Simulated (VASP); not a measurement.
Input of a VASP 6.6.1 run:

File INCAR:

```
SYSTEM = GaAs
  ALGO = Normal
  EDIFF = 1E-7
  ENCUT = 520
  GGA = PS
  ISIF = 2
  ISMEAR = -1
  LASPH = .True.
  LCHARG = .True.
  LELF = .True.
  LREAL = .False.
  LVHAR = .True.
  LWAVE = .False.
  NBANDS = 16
  NELM = 80
  PREC = Accurate
  SIGMA = 0.08
```

File KPOINTS:

```
k-points
0
Gamma
  13 13 13
  0 0 0
```

POSCAR

```
GaAs
1.0
    0.0000000000      2.1729255388      2.1729255388
    2.1729255388      0.0000000000      2.1729255388
    2.1729255388      2.1729255388      0.0000000000
Ga As
1 1
Direct
    0.0000000000      0.0000000000      0.0000000000
    0.5000000000      0.5000000000      0.5000000000
```

Potentials or basis: VASP PAW PBE potentials, release 64 (Ga_d, As).

The run is started by

```console
$ cat potpaw_PBE.64/Ga_d/POTCAR potpaw_PBE.64/As/POTCAR > POTCAR
$ mpirun -np 1 vasp_std > vasp.out
```

Question: What does it give for the band gap on the k mesh?

Answer: Zero (band 9 reaches 15.66 eV, above the bottom of band 10 at 11.81 eV).

Question: Predict the pressure.

Answer: 194.9 GPa.

Caveat: the PAW data sets were made with another functional, which shifts forces and pressure a little.
